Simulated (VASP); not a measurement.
Sn5H, 6 atoms in the cell. The structure is cubic, space group F-43m (No. 216). The conventional cell has a = 8.732 Å, b = 8.732 Å, c = 8.732 Å, α = 90.00°, β = 90.00°, γ = 90.00°. Within 4.0 Å of Sn (site symmetry 3m) lie 9 Sn at 3.08 to 3.62 Å and 3 H at 3.62 Å. Within 4.8 Å of Sn (site symmetry -43m) lie 12 Sn at 3.62 Å and 4 H at 3.78 Å. Within 4.8 Å of H (site symmetry -43m) lie 16 Sn at 3.62 to 3.78 Å. The cell was generated, and may not be a known phase.

```yaml
Program: VASP 6.6.1
Task: single point
Functional: PBE
Potentials_or_basis: VASP PAW PBE potentials, release 64 (Sn_d, H)
Cutoff: 520 eV
k_mesh: 8 × 8 × 8
Occupations: gaussian, width 0.1 eV
Spin: no spin polarisation
Dipole_correction: no
Further_INCAR_settings: ALGO = Fast; EDIFF = 1e-06; NBANDS = 44
```

Potentials or basis: VASP PAW PBE potentials, release 64 (Sn_d, H).

Command:

```bash
$ cat potpaw_PBE.64/Sn_d/POTCAR potpaw_PBE.64/H/POTCAR > POTCAR
$ mpirun -np 1 vasp_std > vasp.out
```

Hardware: 1 thread of Oxide Virtual Turin-like Processor (shared host).

Task: How long does it take, and how much memory?

Result: Run time: 7.7 min on 1 thread of Oxide Virtual Turin-like Processor (shared host), peak memory 0.37 GiB. Counts: scf iterations 14, k points 29.
